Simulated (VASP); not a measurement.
Input of a VASP 6.6.1 run:

File INCAR:

```
SYSTEM = Au
  PREC = Accurate
  ENCUT = 520
  EDIFF = 1E-6
  ISMEAR = -1
  SIGMA = 0.05
  LREAL = .FALSE.
  LASPH = .TRUE.
  NELM = 60
  ALGO = Normal
  ISIF = 2
  LWAVE = .FALSE.
  LCHARG = .FALSE.
  GGA = PE
  NBANDS = 18
```

Contents of KPOINTS:

```
Automatic mesh
0
G
  12 12 12
  0 0 0
```

The input POSCAR:

```
Au
1.0
    0.0000000000      2.5698079636      2.5698079636
    2.5698079636      0.0000000000      2.5698079636
    2.5698079636      2.5698079636      0.0000000000
Au
2
Direct
   -0.1250000000     -0.1250000000     -0.1250000000
    0.1250000000      0.1250000000      0.1250000000
```

Potentials or basis: VASP PAW PBE potentials, release 64 (Au).

Run with:

```sh
$ cat potpaw_PBE.64/Au/POTCAR > POTCAR
$ mpirun -np 1 vasp_std > vasp.out
```

Estimate the band gap on the k mesh.

zero (band 11 reaches 10.59 eV, above the bottom of band 12 at 9.85 eV).

What does it give for the pressure?

131.0 GPa.

Caveat: spin-orbit coupling is left out, which moves the levels of the heavy elements.
